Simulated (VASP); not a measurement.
# NiO (Fm-3m) in VASP: a series of runs

Runs on NiO. Level: LDA+U. Tasks: single point.

Everything below comes from runs of VASP 6.6.1. Logs are shortened: lines on timing, memory, paths and dates and some standing lists are left out, and cuts for length are marked.

### Step 1. The cell of the first run

The structure is cubic, space group Fm-3m (No. 225). The conventional cell has a = 4.172 Å, b = 4.172 Å, c = 4.172 Å, α = 90.00°, β = 90.00°, γ = 90.00°. Within 2.8 Å of Ni (site symmetry m-3m) lie 6 O at 2.09 Å. O (site symmetry m-3m) has 6 Ni at 2.09 Å within 2.8 Å.

### Step 2. Single point, LDA+U, collinear spin, ferromagnetic start

Contents of INCAR:

```
SYSTEM = NiO
PREC     = Accurate       ! precision mode
ENCUT    = 600            ! plane-wave cutoff, eV
EDIFF    = 1E-6           ! SCF threshold, eV
ISMEAR   = 1              ! smearing method
SIGMA    = 0.1            ! smearing width, eV
LREAL    = .False.        ! projectors in reciprocal space
LASPH    = .True.         ! aspherical terms in the spheres
NELM     = 200            ! most SCF steps
ALGO     = Normal         ! electronic algorithm
ISIF     = 2              ! what is computed and relaxed
LWAVE    = .False.        ! write WAVECAR
LCHARG   = .False.        ! write CHGCAR
ISPIN    = 2              ! spin polarisation
MAGMOM   = 1.5 0          ! initial moments
LORBIT   = 11             ! projections on sites
LMAXMIX  = 4              ! l up to which the mixer works
LDAU     = .True.         ! DFT+U
LDAUTYPE = 1            
LDAUL    = 2 -1           ! shell
LDAUU    = 6.9 0          ! U, eV
LDAUJ    = 0.9 0        
LDAUPRINT= 1            
NBANDS   = 19             ! bands
GGA_COMPAT= .False.
```

Contents of KPOINTS:

```
Automatic mesh
0
Gamma
  5 5 5
  0 0 0
```

Contents of POSCAR:

```
NiO
1.0
    0.0000000000      2.0859015000      2.0859015000
    2.0859015000      0.0000000000      2.0859015000
    2.0859015000      2.0859015000      0.0000000000
Ni O
1 1
Direct
    0.0000000000      0.0000000000      0.0000000000
    0.5000000000      0.5000000000      0.5000000000
```

Potentials or basis: VASP PAW LDA potentials, release 64 (Ni, O).

On the command line:

```sh
> cat potpaw_LDA.64/Ni/POTCAR potpaw_LDA.64/O/POTCAR > POTCAR
> mpirun -np 1 vasp_std > vasp.out
```

OUTCAR:

```text
SYSTEM = NiO
   PREC = Accurate
   ENCUT = 600
   EDIFF = 1E-6
   ISMEAR = 1
   LREAL = .False.
   LASPH = .True.
   NELM = 200
   ISIF = 2
   ISPIN = 2
   LORBIT = 11

 ion  position               nearest neighbor table
   1  0.000  0.000  0.000-   2 2.09   2 2.09   2 2.09   2 2.09   2 2.09   2 2.09
   2  0.500  0.500  0.500-   1 2.09   1 2.09   1 2.09   1 2.09   1 2.09   1 2.09

  LATTYP: Found a face centered cubic cell.
 ALAT       =     4.1718030000

  Lattice vectors:

 A1 = (   0.0000000000,   2.0859015000,   2.0859015000)
 A2 = (   2.0859015000,   0.0000000000,   2.0859015000)
 A3 = (   2.0859015000,   2.0859015000,   0.0000000000)

Analysis of symmetry for initial positions (statically):
=====================================================================
 Subroutine PRICEL returns:
 Original cell was already a primitive cell.

 Routine SETGRP: Setting up the symmetry group for a
 face centered cubic supercell.

 Subroutine GETGRP returns: Found 48 space group operations
 (whereof 48 operations were pure point group operations)
 out of a pool of 48 trial point group operations.

The static configuration has the point symmetry O_h .

Analysis of symmetry for dynamics (positions and initial velocities):
=====================================================================
 Subroutine PRICEL returns:
 Original cell was already a primitive cell.

 Routine SETGRP: Setting up the symmetry group for a
 face centered cubic supercell.

 Subroutine GETGRP returns: Found 48 space group operations
 (whereof 48 operations were pure point group operations)
 out of a pool of 48 trial point group operations.

The dynamic configuration has the point symmetry O_h .

Analysis of structural, dynamic, and magnetic symmetry:
=====================================================================
 Subroutine PRICEL returns:
 Original cell was already a primitive cell.

 Routine SETGRP: Setting up the symmetry group for a
 face centered cubic supercell.

 Subroutine GETGRP returns: Found 48 space group operations
 (whereof 48 operations were pure point group operations)
 out of a pool of 48 trial point group operations.

The overall configuration has the point symmetry O_h .

 Subroutine INISYM returns: Found 48 space group operations
 (whereof 48 operations are pure point group operations),
 and found     1 'primitive' translations

----------------------------------------------------------------------------------------

                                     Primitive cell

  volume of cell :      18.1515

  direct lattice vectors                    reciprocal lattice vectors
     0.000000000  2.085901500  2.085901500    -0.239704511  0.239704511  0.239704511
     2.085901500  0.000000000  2.085901500     0.239704511 -0.239704511  0.239704511
     2.085901500  2.085901500  0.000000000     0.239704511  0.239704511 -0.239704511

  length of vectors
     2.949910191  2.949910191  2.949910191     0.415180393  0.415180393  0.415180393

  position of ions in fractional coordinates (direct lattice)
     0.000000000  0.000000000  0.000000000
     0.500000000  0.500000000  0.500000000

  ion indices of the primitive-cell ions
   primitive index   ion index
                 1           1
                 2           2

----------------------------------------------------------------------------------------

 KPOINTS: Automatic mesh

Automatic generation of k-mesh.
 Grid dimensions read from file:
 generate k-points for:    5    5    5

 Generating k-lattice:

[... 55 lines left out ...]
   TEBEG  =    0.0;   TEEND  =   0.0 temperature during run
   PSTRESS=    0.0 pullay stress
   NELECT =      16.0000    total number of electrons
   NUPDOWN=      -1.0000    fix difference up-down
   EMIN   =  10.00;   EMAX   =-10.00  energy-range for DOS
   EFERMI =   0.00;   METHOD = LEGACY
   ISMEAR =     1;   SIGMA  =   0.10  broadening in eV -4-tet -1-fermi 0-gaus
   EFERMI_NEDOS =   21; number of points for ismear=-14 and -15
   IALGO  =     38    algorithm
   IMIX   =      4    mixing-type and parameters
     AMIX     =   0.40;   BMIX     =  1.00
     AMIX_MAG =   1.60;   BMIX_MAG =  1.00
  volume/ion in A,a.u.               =       9.08        61.25
  Fermi-wavevector in a.u.,A,eV,Ry     =   1.569680  2.966264 33.523316  2.463894
  Thomas-Fermi vector in A             =   2.671526
   LORBIT       =     11    0 simple, 1 ext, 2 COOP (PROOUT), +10 PAW based schemes
 LDA+U is selected, type is set to LDAUTYPE =  1
   angular momentum for each species LDAUL =     2   -1
   U (eV)           for each species LDAUU =   6.9  0.0
   J (eV)           for each species LDAUJ =   0.9  0.0
   GGA     = CA    functional components
   LHFCALC =     F    Hartree Fock is set to
   AEXX    =    0.0000 exact exchange contribution
   IVDW    =     0    specifies the selected vdW correction
   LEPSILON=     F    determine dielectric tensor
   LRPA    =     F    only Hartree local field effects (RPA)
 spin polarized calculation
 Methfessel and Paxton  Order N= 1 SIGMA  =   0.10
  energy-cutoff  :      600.00
  volume of cell :       18.15
 maximum number of plane-waves:       614
   NGX = 11   NGY = 11   NGZ = 11

atom =   1  type =  1  l = 2

 onsite density matrix

spin component  1

  0.9810 -0.0000  0.0000 -0.0000  0.0000
 -0.0000  0.9810  0.0000  0.0000  0.0000
  0.0000  0.0000  1.0428 -0.0000  0.0000
 -0.0000  0.0000 -0.0000  0.9810  0.0000
  0.0000  0.0000  0.0000  0.0000  1.0428

spin component  2

  0.9831 -0.0000 -0.0000 -0.0000 -0.0000
 -0.0000  0.9831  0.0000  0.0000 -0.0000
 -0.0000  0.0000  0.1506  0.0000  0.0000
 -0.0000  0.0000  0.0000  0.9831 -0.0000
 -0.0000 -0.0000  0.0000 -0.0000  0.1506

 occupancies and eigenvectors

  o =  0.1506  v =  0.0000  0.0000  0.0000  0.0000  0.0000  0.0000  0.0000 -1.0000  0.0000 -0.0084      0.0000  0.0000  0.0000  0.0000  0.0000  0.0000  0.0000  0.0000  0.0000  0.0000
  o =  0.1506  v =  0.0000  0.0000  0.0000  0.0000  0.0000  0.0000  0.0000 -0.0084  0.0000  1.0000      0.0000  0.0000  0.0000  0.0000  0.0000  0.0000  0.0000  0.0000  0.0000  0.0000
  o =  0.9810  v =  1.0000  0.0000  0.0000  0.0000  0.0000  0.0000  0.0000  0.0000  0.0000  0.0000      0.0000  0.0000  0.0000  0.0000  0.0000  0.0000  0.0000  0.0000  0.0000  0.0000
  o =  0.9810  v =  0.0000  0.6175  0.0000 -0.7865 -0.0000  0.0000  0.0000  0.0000  0.0000  0.0000      0.0000  0.0000  0.0000  0.0000  0.0000  0.0000  0.0000  0.0000  0.0000  0.0000
  o =  0.9810  v =  0.0000  0.7865 -0.0000  0.6175 -0.0000  0.0000  0.0000  0.0000  0.0000  0.0000      0.0000  0.0000  0.0000  0.0000  0.0000  0.0000  0.0000  0.0000  0.0000  0.0000
  o =  0.9831  v =  0.0000  0.0000  0.0000  0.0000  0.0000  1.0000  0.0000  0.0000  0.0000  0.0000      0.0000  0.0000  0.0000  0.0000  0.0000  0.0000  0.0000  0.0000  0.0000  0.0000
  o =  0.9831  v =  0.0000  0.0000  0.0000  0.0000  0.0000  0.0000  0.9625 -0.0000  0.2713  0.0000      0.0000  0.0000  0.0000  0.0000  0.0000  0.0000  0.0000  0.0000  0.0000  0.0000
  o =  0.9831  v =  0.0000  0.0000  0.0000  0.0000  0.0000  0.0000  0.2713 -0.0000 -0.9625  0.0000      0.0000  0.0000  0.0000  0.0000  0.0000  0.0000  0.0000  0.0000  0.0000  0.0000
  o =  1.0428  v =  0.0000  0.0000 -0.0317 -0.0000  0.9995  0.0000  0.0000  0.0000  0.0000  0.0000      0.0000  0.0000  0.0000  0.0000  0.0000  0.0000  0.0000  0.0000  0.0000  0.0000
  o =  1.0428  v =  0.0000  0.0000 -0.9995 -0.0000 -0.0317  0.0000  0.0000  0.0000  0.0000  0.0000      0.0000  0.0000  0.0000  0.0000  0.0000  0.0000  0.0000  0.0000  0.0000  0.0000

 number of electron      16.0000001 magnetization       1.9999821

 Free energy of the ion-electron system (eV)
  ---------------------------------------------------
  ext. energy  EPLUGINS =         0.00000000
  ---------------------------------------------------
  free energy    TOTEN  =       -12.00496896 eV

  energy without entropy =      -12.00567464  energy(sigma->0) =      -12.00520419

 E-fermi :   6.4594     XC(G=0): -13.1738

 val. band max:        6.3852501997   @ k =   0.4000   0.0000   0.0000
 cond. band min:       8.6701521089   @ k =   0.0000   0.0000   0.0000
 fundamental gap:      2.2849019092
 Fermi energy:         6.4594258434

 spin component 1

 k-point     1 :       0.0000    0.0000    0.0000
  band No.  band energies     occupation
      1     -12.1502      1.00000
      2       0.2646      1.00000
      3       0.2646      1.00000
      4       1.8616      1.00000
      5       1.8616      1.00000
      6       1.8616      1.00000
[... 196 lines left out ...]
      5       1.6157      1.00000
      6       2.5599      1.00000
[... 11 lines left out ...]
     18      37.8781      0.00000
     19      40.3476      0.00000
 Fermi energy:         6.4594258434

 spin component 2

 k-point     1 :       0.0000    0.0000    0.0000
  band No.  band energies     occupation
      1     -11.8202      1.00000
      2       2.4597      1.00000
      3       2.4597      1.00000
      4       2.4599      1.00000
      5       5.4303      1.00000
      6       5.4303      1.00000
[... 197 lines left out ...]
      6       3.8978      1.00000
[... 11 lines left out ...]
     18      40.2807      0.00000
     19      40.7815      0.00000

------------------------ aborting loop because EDIFF is reached ----------------------------------------

  FORCE on cell =-STRESS in cart. coord.  units (eV):
  Direction    XX          YY          ZZ          XY          YZ          ZX
  --------------------------------------------------------------------------------------
  -------------------------------------------------------------------------------------
  Total       -1.7891136     -1.7891136     -1.7891136      0.0000000     -0.0000000      0.0000000
  in kB     -157.9199908   -157.9199908   -157.9199908      0.0000000     -0.0000000      0.0000000
  external PRESSURE =    -157.9199908 kB  Pullay stress =       0.0000000 kB

 VOLUME and BASIS-vectors are now :
 -----------------------------------------------------------------------------
  energy-cutoff  :      600.00
  volume of cell :       18.15
      direct lattice vectors                 reciprocal lattice vectors
     0.000000000  2.085901500  2.085901500    -0.239704511  0.239704511  0.239704511
     2.085901500  0.000000000  2.085901500     0.239704511 -0.239704511  0.239704511
     2.085901500  2.085901500  0.000000000     0.239704511  0.239704511 -0.239704511

 POSITION                                       TOTAL-FORCE (eV/Angst)
 -----------------------------------------------------------------------------------
      0.00000      0.00000      0.00000        -0.000000     -0.000000     -0.000000
      2.08590      2.08590      2.08590         0.000000      0.000000      0.000000
 -----------------------------------------------------------------------------------
    total drift:                                0.000000     -0.000000     -0.000000

  FREE ENERGIE OF THE ION-ELECTRON SYSTEM (eV)
  ---------------------------------------------------
  free  energy   TOTEN  =       -12.0049689572 eV

  energy  without entropy=      -12.0056746417  energy(sigma->0) =      -12.00520419

 total charge

# of ion       s       p       d       tot
------------------------------------------
    1        0.352   0.436   8.250   9.038
    2        1.530   3.459   0.000   4.989
--------------------------------------------------
tot          1.881   3.895   8.250  14.027

 magnetization (x)

# of ion       s       p       d       tot
------------------------------------------
    1        0.010   0.013   1.775   1.798
    2        0.018   0.170   0.000   0.188
--------------------------------------------------
tot          0.028   0.183   1.775   1.986
```

Run time: 7.2 s. Hardware: 1 thread of Intel Xeon Platinum 8375C at 2.90GHz (Ice Lake), shared host; peak memory 0.13 GiB.

Results:

- Free energy: -12.0050 eV
- Pressure: -15.8 GPa
- Band gap on the k mesh: 2.28 eV (least direct gap 2.86 eV)
- Net moment: 2.00 μB per cell
- Site moments: Ni +1.80; O +0.19 μB
- Valence electrons inside the program's atomic spheres: Ni 9.04; O 4.99

Levels at points of the mesh, in eV from the valence-band top:
Spin up:
| k point | band 5 | band 6 | band 7 | band 8 | band 9 | band 10 | band 11 | band 12 | band 13 | band 14 |
| --- | --- | --- | --- | --- | --- | --- | --- | --- | --- | --- |
| (0.00, 0.00, 0.00) | -4.52 | -4.52 | -1.33 | -1.33 | -1.33 | 2.91 | 18.17 | 18.17 | 18.17 | 18.95 |
Spin down:
```csv
k point,band 4,band 5,band 6,band 7,band 8,band 9,band 10,band 11
"(0.00, 0.00, 0.00)",-3.93,-0.96,-0.96,-0.96,2.28,2.29,3.26,18.10
```

Eigenvalues of the final occupation matrices:
```tsv
site	spin	trace	eigenvalues
site 1 d	1	5.03	0.98 0.98 0.98 1.04 1.04
site 1 d	2	3.25	0.15 0.15 0.98 0.98 0.98
```

Caveat: the k points lie up to 0.52 Å⁻¹ apart; an odd mesh through Γ misses points on the zone boundary, where band edges can lie; a cell with one magnetic atom can't hold antiferromagnetic order, which such compounds often take.

### Step 3. Single point, LDA+U, collinear spin, ferromagnetic start

Contents of INCAR:

```
SYSTEM = NiO
ALGO     = Normal         ! electronic algorithm
EDIFF    = 1E-6           ! SCF threshold, eV
ENCUT    = 600            ! plane-wave cutoff, eV
GGA      = CA             ! functional
GGA_COMPAT= .FALSE.      
ISIF     = 2              ! what is computed and relaxed
ISMEAR   = 1              ! smearing method
ISPIN    = 2              ! spin polarisation
LASPH    = .TRUE.         ! aspherical terms in the spheres
LCHARG   = .TRUE.         ! write CHGCAR
LDAU     = .TRUE.         ! DFT+U
LDAUJ    = 0.9 0        
LDAUL    = 2 -1           ! shell
LDAUPRINT= 1            
LDAUTYPE = 1            
LDAUU    = 6.9 0          ! U, eV
LELF     = .TRUE.         ! ELF
LMAXMIX  = 4              ! l up to which the mixer works
LORBIT   = 11             ! projections on sites
LREAL    = .FALSE.        ! projectors in reciprocal space
LVHAR    = .TRUE.       
LWAVE    = .FALSE.        ! write WAVECAR
MAGMOM   = 1.5 0          ! initial moments
NBANDS   = 19             ! bands
NELM     = 200            ! most SCF steps
PREC     = Accurate       ! precision mode
SIGMA    = 0.1            ! smearing width, eV
```

Contents of KPOINTS:

```
k-points
0
G
  5 5 5
  0 0 0
```

POSCAR is that of step 2.

Potentials or basis: VASP PAW LDA potentials, release 64 (Ni, O).

On the command line:

```sh
> cat potpaw_LDA.64/Ni/POTCAR potpaw_LDA.64/O/POTCAR > POTCAR
> mpirun -np 1 vasp_std > vasp.out
```

It took 6.7 s on 1 thread of Intel Xeon Platinum 8375C at 2.90GHz (Ice Lake), shared host; peak memory 0.13 GiB.

It converged, with:

* Free energy: -12.0050 eV
* Pressure: -15.8 GPa
* Band gap on the k mesh: 2.28 eV (least direct gap 2.86 eV)
* Net moment: 2.00 μB per cell
* Site moments: Ni +1.80; O +0.19 μB
* Valence electrons inside the program's atomic spheres: Ni 9.04; O 4.99

Levels at points of the mesh, in eV from the valence-band top:
Spin up:
| k point | band 5 | band 6 | band 7 | band 8 | band 9 | band 10 | band 11 | band 12 | band 13 | band 14 |
| --- | --- | --- | --- | --- | --- | --- | --- | --- | --- | --- |
| (0.00, 0.00, 0.00) | -4.52 | -4.52 | -1.33 | -1.33 | -1.33 | 2.91 | 18.17 | 18.17 | 18.17 | 18.95 |
Spin down:
```tsv
k point	band 3	band 4	band 5	band 6	band 7	band 8	band 9	band 10	band 11	band 12
(0.00, 0.00, 0.00)	-3.93	-3.93	-0.96	-0.96	-0.96	2.28	2.29	3.26	18.10	18.10
```

Eigenvalues of the final occupation matrices:
```
    site  spin  trace               eigenvalues
site 1 d     1   5.03  0.98 0.98 0.98 1.04 1.04
site 1 d     2   3.25  0.15 0.15 0.98 0.98 0.98
```

Caveat: the k points lie up to 0.52 Å⁻¹ apart; an odd mesh through Γ misses points on the zone boundary, where band edges can lie; a cell with one magnetic atom can't hold antiferromagnetic order, which such compounds often take. The state reached can hang on the start; a lower one may exist.
